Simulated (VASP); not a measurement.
# CsSi4Sb2 (Fmmm) in VASP: further runs

The runs below take CsSi4Sb2 through single point, with PBE.

Program: VASP 6.6.1. These are calculated values, not measurements. Logs are shortened: lines on timing, memory, paths and dates and some standing lists are left out, and cuts for length are marked.

### Step 1. The cell of the first run

Symmetry: Fmmm, No. 69, orthorhombic system. Conventional cell: a = 7.272 Å, b = 8.850 Å, c = 10.894 Å, α = 90.00°, β = 90.00°, γ = 90.00°. Cs (site symmetry mmm) has 16 Si at 3.49 to 4.43 Å and 8 Sb at 3.95 Å within 4.6 Å. Within 3.0 Å of Si (site symmetry m) lie 2 Si at 2.28 to 2.32 Å and 2 Sb at 2.63 Å. Sb (site symmetry 222) has 4 Si at 2.63 Å and 2 Sb at 3.64 Å within 3.7 Å.

### Step 2. Single point, PBE (25.04 Å³/atom)

INCAR reads:

```
SYSTEM = CsSi4Sb2
PREC = Accurate ; ENCUT = 520
EDIFF = 1E-6 ; ISMEAR = 0
SIGMA = 0.1 ; LREAL = .FALSE.
LASPH = .TRUE. ; NELM = 80
ALGO = Fast ; ISIF = 2
LWAVE = .FALSE. ; LCHARG = .FALSE.
GGA = PE ; NBANDS = 26
```

KPOINTS reads:

```
regular mesh
0
G
  6 6 6
  0 0 0
```

POSCAR reads:

```
CsSi4Sb2
1.0
    0.0000000000      5.4469753833      3.6362215077
    4.4247899863      0.0000000000      3.6362215077
    4.4247899863      5.4469753833      0.0000000000
Cs Si Sb
1 4 2
Direct
    0.0857118743      0.0857118743      0.9142881257
    0.6077656465      0.5636581021      0.1790931185
    0.5636581021      0.6077656465      0.6494831329
    0.3505168671      0.8209068815      0.4363418979
    0.8209068815      0.3505168671      0.3922343535
    0.8357118743      0.8357118743      0.6642881257
    0.3357118743      0.3357118743      0.1642881257
```

Potentials or basis: VASP PAW PBE potentials, release 64 (Cs_sv, Si, Sb).

On the command line:

```bash
> cat potpaw_PBE.64/Cs_sv/POTCAR potpaw_PBE.64/Si/POTCAR potpaw_PBE.64/Sb/POTCAR > POTCAR
> mpirun -np 1 vasp_std > vasp.out
```

OUTCAR:

```text
SYSTEM = CsSi4Sb2
   PREC = Accurate
   ENCUT = 520
   EDIFF = 1E-6
   ISMEAR = 0
   LREAL = .FALSE.
   LASPH = .TRUE.
   NELM = 80
   ISIF = 2
   GGA = PE

 ion  position               nearest neighbor table
   1  0.086  0.086  0.914-
   2  0.608  0.564  0.179-   4 2.28   5 2.32   7 2.63   6 2.63
   3  0.564  0.608  0.649-   5 2.28   4 2.32   7 2.63   6 2.63
   4  0.351  0.821  0.436-   2 2.28   3 2.32   6 2.63   7 2.63
   5  0.821  0.351  0.392-   3 2.28   2 2.32   6 2.63   7 2.63
   6  0.836  0.836  0.664-   4 2.63   5 2.63   2 2.63   3 2.63   7 3.64   7 3.64
   7  0.336  0.336  0.164-   2 2.63   3 2.63   4 2.63   5 2.63   6 3.64   6 3.64

  LATTYP: Found a face centered orthorhombic cell.
 ALAT       =     7.2724430154
 B/A-ratio  =     1.2168648079
 C/A-ratio  =     1.4979767794

  Lattice vectors:

 A1 = (   4.4247899863,   5.4469753833,   0.0000000000)
 A2 = (   0.0000000000,   5.4469753833,   3.6362215077)
 A3 = (   4.4247899863,   0.0000000000,   3.6362215077)

Analysis of symmetry for initial positions (statically):
=====================================================================
 Subroutine PRICEL returns:
 Original cell was already a primitive cell.

 Routine SETGRP: Setting up the symmetry group for a
 face centered orthorhombic supercell.

 Subroutine GETGRP returns: Found  8 space group operations
 (whereof  4 operations were pure point group operations)
 out of a pool of  8 trial point group operations.

The static configuration has the point symmetry C_2v.
 The point group associated with its full space group is D_2h.

Analysis of symmetry for dynamics (positions and initial velocities):
=====================================================================
 Subroutine PRICEL returns:
 Original cell was already a primitive cell.

 Routine SETGRP: Setting up the symmetry group for a
 face centered orthorhombic supercell.

 Subroutine GETGRP returns: Found  8 space group operations
 (whereof  4 operations were pure point group operations)
 out of a pool of  8 trial point group operations.

The dynamic configuration has the point symmetry C_2v.
 The point group associated with its full space group is D_2h.

 Subroutine INISYM returns: Found  8 space group operations
 (whereof  4 operations are pure point group operations),
 and found     1 'primitive' translations

----------------------------------------------------------------------------------------

                                     Primitive cell

  volume of cell :     175.2784

  direct lattice vectors                    reciprocal lattice vectors
     0.000000000  5.446975383  3.636221508    -0.112999713  0.091794063  0.137505374
     4.424789986  0.000000000  3.636221508     0.112999713 -0.091794063  0.137505374
     4.424789986  5.446975383  0.000000000     0.112999713  0.091794063 -0.137505374

  length of vectors
     6.549171526  5.727204665  7.017713819     0.200256868  0.200256868  0.200256868

  position of ions in fractional coordinates (direct lattice)
     0.085711874  0.085711874  0.914288126
     0.607765646  0.563658102  0.179093118
     0.563658102  0.607765646  0.649483133
     0.350516867  0.820906882  0.436341898
     0.820906882  0.350516867  0.392234354
     0.835711874  0.835711874  0.664288126
     0.335711874  0.335711874  0.164288126

  ion indices of the primitive-cell ions
   primitive index   ion index
                 1           1
                 2           2
                 3           3
                 4           4
                 5           5
                 6           6
                 7           7

----------------------------------------------------------------------------------------

 KPOINTS: regular mesh

Automatic generation of k-mesh.
 Grid dimensions read from file:
 generate k-points for:    6    6    6

 Generating k-lattice:

  Cartesian coordinates                     Fractional coordinates (reciprocal lattice)
    -0.018833286  0.015299010  0.022917562     0.166666667  0.000000000  0.000000000
     0.018833286 -0.015299010  0.022917562     0.000000000  0.166666667  0.000000000
     0.018833286  0.015299010 -0.022917562     0.000000000  0.000000000  0.166666667

  Length of vectors
     0.033376145  0.033376145  0.033376145

  Shift w.r.t. Gamma in fractional coordinates (k-lattice)
     0.000000000  0.000000000  0.000000000

 Subroutine IBZKPT returns following result:
 ===========================================

 Found     46 irreducible k-points:

 Following reciprocal coordinates:
            Coordinates               Weight
  0.000000  0.000000  0.000000      1.000000
  0.166667  0.000000  0.000000      8.000000
  0.333333  0.000000 -0.000000      8.000000
  0.500000  0.000000  0.000000      4.000000
  0.166667  0.166667  0.000000      2.000000
  0.333333  0.166667 -0.000000      8.000000
[... 16 lines left out ...]
 -0.166667  0.166667  0.166667      8.000000
  0.500000  0.333333  0.166667      4.000000
 [... further k-points ...]
   k-points           NKPTS =     46   k-points in BZ     NKDIM =     46   number of bands    NBANDS=     26
   number of dos      NEDOS =    301   number of ions     NIONS =      7
   total plane-waves  NPLWV = 129600
   dimension x,y,z NGX =    50 NGY =   48 NGZ =   54
   dimension x,y,z NGXF=   100 NGYF=   96 NGZF=  108
   ions per type =               1   4   2
   NGX,Y,Z   is equivalent  to a cutoff of  12.69, 13.93, 12.79 a.u.
   NGXF,Y,Z  is equivalent  to a cutoff of  25.38, 27.87, 25.58 a.u.
 SYSTEM =  CsSi4Sb2
   PREC   = accura    normal or accurate (medium, high low for compatibility)
   ISTART =      0    job   : 0-new  1-cont  2-samecut
   ICHARG =      2    charge: 1-file 2-atom 10-const
   ISPIN  =      1    spin polarized calculation?
   LNONCOLLINEAR =      F non collinear calculations
   LSORBIT =      F    spin-orbit coupling
   LASPH  =      T    aspherical Exc in radial PAW
   ENCUT  =  520.0 eV  38.22 Ry    6.18 a.u.  12.18 10.65 13.05*2*pi/ulx,y,z
   NELM   =     80;   NELMIN=  2; NELMDL= -5     # of ELM steps
   EDIFF  = 0.1E-05   stopping-criterion for ELM
   LREAL  =      F    real-space projection
   EDIFFG = 0.1E-04   stopping-criterion for IOM
   NSW    =      0    number of steps for IOM
   IBRION =     -1    ionic relax: 0-MD 1-quasi-New 2-CG
   NFREE  =      0    steps in history (QN), initial steepest desc. (CG)
   ISIF   =      2    stress and relaxation
   ISYM   =      2    0-nonsym 1-usesym 2-fastsym
   POTIM  = 0.5000    time-step for ionic-motion
   TEBEG  =    0.0;   TEEND  =   0.0 temperature during run
   PSTRESS=    0.0 pullay stress
   NELECT =      35.0000    total number of electrons
   NUPDOWN=      -1.0000    fix difference up-down
   EMIN   =  10.00;   EMAX   =-10.00  energy-range for DOS
   EFERMI =   0.00;   METHOD = LEGACY
   ISMEAR =     0;   SIGMA  =   0.10  broadening in eV -4-tet -1-fermi 0-gaus
   EFERMI_NEDOS =   21; number of points for ismear=-14 and -15
   IALGO  =     68    algorithm
   IMIX   =      4    mixing-type and parameters
     AMIX     =   0.40;   BMIX     =  1.00
     AMIX_MAG =   1.60;   BMIX_MAG =  1.00
  volume/ion in A,a.u.               =      25.04       168.98
  Fermi-wavevector in a.u.,A,eV,Ry     =   0.956874  1.808229 12.457599  0.915608
  Thomas-Fermi vector in A             =   2.085841
   LORBIT       =      0    0 simple, 1 ext, 2 COOP (PROOUT), +10 PAW based schemes
   GGA     = PE    functional components
   LHFCALC =     F    Hartree Fock is set to
   AEXX    =    0.0000 exact exchange contribution
   IVDW    =     0    specifies the selected vdW correction
   LEPSILON=     F    determine dielectric tensor
   LRPA    =     F    only Hartree local field effects (RPA)
 non-spin polarized calculation
 RMM-DIIS sequential band-by-band and
 Gauss-broadening in eV      SIGMA  =   0.10
  energy-cutoff  :      520.00
  volume of cell :      175.28
 maximum number of plane-waves:      4752
 NGX is ok and might be reduce to    50
   NGX = 25   NGY = 21   NGZ = 27

 number of electron      35.0000000 magnetization

 Free energy of the ion-electron system (eV)
  ---------------------------------------------------
  ext. energy  EPLUGINS =         0.00000000
  ---------------------------------------------------
  free energy    TOTEN  =       -29.36484861 eV

  energy without entropy =      -29.35213812  energy(sigma->0) =      -29.35849337

 E-fermi :   6.5449     XC(G=0):  -9.4508

 val. band max:        6.5430608527   @ k =  -0.3333   0.1667   0.0000
 cond. band min:       6.5876459155   @ k =   0.5000   0.1667   0.1667
 fundamental gap:      0.0445850628
 Fermi energy:         6.5448545264

 k-point     1 :       0.0000    0.0000    0.0000
  band No.  band energies     occupation
      1     -15.8508      2.00000
      2      -6.3285      2.00000
      3      -3.1231      2.00000
      4      -3.0953      2.00000
      5      -3.0147      2.00000
      6      -2.7895      2.00000
[... 18 lines left out ...]
     25      10.1268      0.00000
     26      10.2091      0.00000

 k-point     2 :       0.1667    0.0000    0.0000
  band No.  band energies     occupation
      1     -15.8497      2.00000
      2      -6.2299      2.00000
      3      -3.5703      2.00000
      4      -3.2559      2.00000
      5      -3.0316      2.00000
      6      -2.8199      2.00000
[... 18 lines left out ...]
     25       9.8936      0.00000
     26      10.1566      0.00000

 k-point     3 :       0.3333    0.0000   -0.0000
  band No.  band energies     occupation
      1     -15.8473      2.00000
      2      -5.9396      2.00000
      3      -4.4230      2.00000
      4      -3.5379      2.00000
      5      -2.9740      2.00000
      6      -2.6941      2.00000
[... 18 lines left out ...]
     25      10.1463      0.00000
     26      10.4109      0.00000

 k-point     4 :       0.5000    0.0000    0.0000
  band No.  band energies     occupation
      1     -15.8462      2.00000
      2      -5.6403      2.00000
      3      -4.9437      2.00000
      4      -3.6438      2.00000
      5      -2.9640      2.00000
      6      -2.6194      2.00000
[... 18 lines left out ...]
     25      10.0808      0.00000
     26      11.1394      0.00000

 k-point     5 :       0.1667    0.1667    0.0000
  band No.  band energies     occupation
      1     -15.8487      2.00000
      2      -6.1105      2.00000
      3      -3.9954      2.00000
      4      -3.2665      2.00000
      5      -2.9459      2.00000
      6      -2.9218      2.00000
[... 18 lines left out ...]
     25       9.7411      0.00000
     26      10.4269      0.00000

 k-point     6 :       0.3333    0.1667   -0.0000
  band No.  band energies     occupation
      1     -15.8466      2.00000
      2      -5.8015      2.00000
      3      -4.6101      2.00000
      4      -3.3882      2.00000
      5      -3.0780      2.00000
      6      -2.8261      2.00000
[... 427 lines left out ...]
 k-point    21 :       0.5000    0.1667    0.1667
  band No.  band energies     occupation
      1     -15.8462      2.00000
      2      -5.6434      2.00000
      3      -4.8461      2.00000
      4      -3.8408      2.00000
      5      -3.0110      2.00000
      6      -2.6992      2.00000
[... 18 lines left out ...]
     25      10.2624      0.00000
     26      10.6631      0.00000

 k-point    22 :      -0.3333    0.1667    0.1667
  band No.  band energies     occupation
      1     -15.8455      2.00000
      2      -5.6607      2.00000
      3      -4.7731      2.00000
      4      -3.8094      2.00000
      5      -2.9832      2.00000
      6      -2.7328      2.00000
[... 18 lines left out ...]
     25      10.3225      0.00000
     26      10.3627      0.00000

 k-point    23 :      -0.1667    0.1667    0.1667
  band No.  band energies     occupation
      1     -15.8469      2.00000
      2      -6.0341      2.00000
      3      -3.9405      2.00000
      4      -3.5485      2.00000
      5      -2.9354      2.00000
      6      -2.8361      2.00000
[... 18 lines left out ...]
     25      10.0218      0.00000
     26      10.4068      0.00000

 k-point    24 :       0.5000    0.3333    0.1667
  band No.  band energies     occupation
      1     -15.8448      2.00000
      2      -5.3894      2.00000
      3      -5.0354      2.00000
      4      -3.4431      2.00000
      5      -3.2847      2.00000
      6      -2.8976      2.00000
[... 18 lines left out ...]
     25       9.8494      0.00000
     26      10.3306      0.00000

 [... further k-points ...]

------------------------ aborting loop because EDIFF is reached ----------------------------------------

  FORCE on cell =-STRESS in cart. coord.  units (eV):
  Direction    XX          YY          ZZ          XY          YZ          ZX
  --------------------------------------------------------------------------------------
  -------------------------------------------------------------------------------------
  Total        6.9815357      7.0853877      7.0912845      0.0000000      0.0000000      0.0000000
  in kB       63.8165241     64.7658098     64.8197106      0.0000000      0.0000000      0.0000000
  external PRESSURE =      64.4673482 kB  Pullay stress =       0.0000000 kB

 VOLUME and BASIS-vectors are now :
 -----------------------------------------------------------------------------
  energy-cutoff  :      520.00
  volume of cell :      175.28
      direct lattice vectors                 reciprocal lattice vectors
     0.000000000  5.446975383  3.636221508    -0.112999713  0.091794063  0.137505374
     4.424789986  0.000000000  3.636221508     0.112999713 -0.091794063  0.137505374
     4.424789986  5.446975383  0.000000000     0.112999713  0.091794063 -0.137505374

 POSITION                                       TOTAL-FORCE (eV/Angst)
 -----------------------------------------------------------------------------------
      4.42479      5.44698      0.62333        -0.000000      0.000000     -0.000000
      3.28652      4.28600      4.25956         0.030778      0.033215      0.000000
      5.56306      6.60795      4.25956        -0.030778     -0.033215      0.000000
      5.56306      4.28600      4.25956        -0.030778      0.033215      0.000000
      3.28652      6.60795      4.25956         0.030778     -0.033215      0.000000
      6.63718      8.17046      6.07767        -0.000000      0.000000     -0.000000
      2.21239      2.72349      2.44145        -0.000000      0.000000      0.000000
 -----------------------------------------------------------------------------------
    total drift:                               -0.000000      0.000001     -0.000001

  FREE ENERGIE OF THE ION-ELECTRON SYSTEM (eV)
  ---------------------------------------------------
  free  energy   TOTEN  =       -29.3648486136 eV

  energy  without entropy=      -29.3521381174  energy(sigma->0) =      -29.35849337
```

It took 9.4 min on 1 thread of Oxide Virtual Turin-like, shared host; peak memory 0.42 GiB.

What came out:

```
Free energy            : -29.3648 eV
Pressure               : 6.4 GPa
Largest force          : 0.045 eV/Å
Band gap on the k mesh : zero (an odd number of electrons rules out a gap without spin polarisation)
```

Forces in eV/Å, atoms in the order of the input:
```
Cs   0.000  0.000  0.000
Si   0.031  0.033  0.000
Si  -0.031 -0.033  0.000
Si  -0.031  0.033  0.000
Si   0.031 -0.033  0.000
Sb   0.000  0.000  0.000
Sb   0.000  0.000  0.000
```

Levels at points of the mesh, in eV from the Fermi level:
| k point | band 15 | band 16 | band 17 | band 18 | band 19 | band 20 | band 21 | band 22 |
| --- | --- | --- | --- | --- | --- | --- | --- | --- |
| (0.00, 0.00, 0.00) | -3.13 | -2.59 | -0.23 | 0.72 | 0.95 | 1.28 | 1.57 | 1.90 |
| (0.50, 0.00, 0.00) | -2.45 | -2.04 | -1.38 | 0.22 | 0.96 | 1.43 | 1.53 | 1.91 |
| (0.50, 0.50, 0.00) | -1.71 | -1.61 | -1.27 | -0.81 | -0.64 | 1.10 | 1.78 | 2.33 |
| (0.50, 0.00, 0.50) | -3.27 | -2.19 | -1.28 | -0.28 | 0.20 | 0.21 | 0.29 | 1.34 |
| (0.00, 0.50, 0.50) | -1.79 | -1.66 | 0.16 | 0.76 | 1.22 | 1.23 | 1.60 | 1.73 |

Caveat: the cell stands under pressure; spin-orbit coupling is left out, which moves the levels of the heavy elements.

[end of part 1 of 2]

The gap in the log of VASP goes by the Fermi energy; the results here count the filled bands.